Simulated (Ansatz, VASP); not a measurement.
# Ta in VASP and in Ansatz

File INCAR:

```
SYSTEM = Ta
ALGO = Fast ; EDIFF = 1E-6
ENCUT = 520 ; GGA = PE
ISIF = 2 ; ISMEAR = 0
LASPH = .True. ; LCHARG = .False.
LREAL = .False. ; LWAVE = .False.
NBANDS = 12 ; NELM = 80
PREC = Accurate ; SIGMA = 0.15
```

The input KPOINTS:

```
k-points
0
Gamma
  18 18 18
  0 0 0
```

The input POSCAR:

```
Ta
1.0
   -1.5225761745      1.6594835689      1.5350223012
    1.5225761745     -1.6594835689      1.5350223012
    1.5225761745      1.6594835689     -1.5350223012
Ta
1
Direct
    0.0000000000      0.0000000000      0.0000000000
```

Input for Ansatz:

```yaml
crystal:
  lattice:
    - [-1.5225761745, 1.6594835689, 1.5350223012]
    - [1.5225761745, -1.6594835689, 1.5350223012]
    - [1.5225761745, 1.6594835689, -1.5350223012]
  atoms:
    - { symbol: Ta, position: [0.0, 0.0, 0.0] }
basis:
  ecutwfc: 420
kpoints:
  mp_grid: { grid: [18, 18, 18] }
hamiltonian:
  xc: pbe
  pseudopotentials: { kind: paw, azcp: { folder: soft_1 } }
scf:
  occupations: { method: gaussian, width: 0.15 }
output:
  forces: true
  stress: true
  eigenvalues: true
  write_density: true
  write_potential: true
  elf: true
  volumetric_format: npy
```

Change from the starting cell: normal strain along x -0.0825, normal strain along z -0.0750.

Alike in both runs: task single point; functional PBE; k mesh 18 × 18 × 18; occupations gaussian, width 0.15 eV; no spin polarisation.

```csv
,VASP,Ansatz
version,VASP 6.6.1,Ansatz 0.2.0
potentials or method,"VASP PAW PBE potentials, release 64 (Ta_pv), cutoff 520 eV","scalar-relativistic, plane waves, PAW"
valence electrons in the cell,11,13
```

Ansatz gave:

```
gap on the k mesh at the Fermi level (eV)                     : none
pressure (GPa)                                                : 44.2
traceless stress, the component that is largest in VASP (GPa) : -9.43
```

Task: What did VASP give for the same quantities?

Result: gap on the k mesh at the Fermi level (eV): none; pressure (GPa): 44.7; traceless stress, the component that is largest in VASP (GPa): -9.44.

A gap of «none» marks a metal or a gap that the smearing closes. Both programs put the cell under a high pressure, so it lies far from rest at this level. The functional is the same, so the differences come from potentials, cutoffs and numerics. VASP's potentials hold 11 valence electrons a cell and Ansatz's 13, so a difference there can come from the potentials and not from the codes.

Spin-orbit coupling is off throughout.
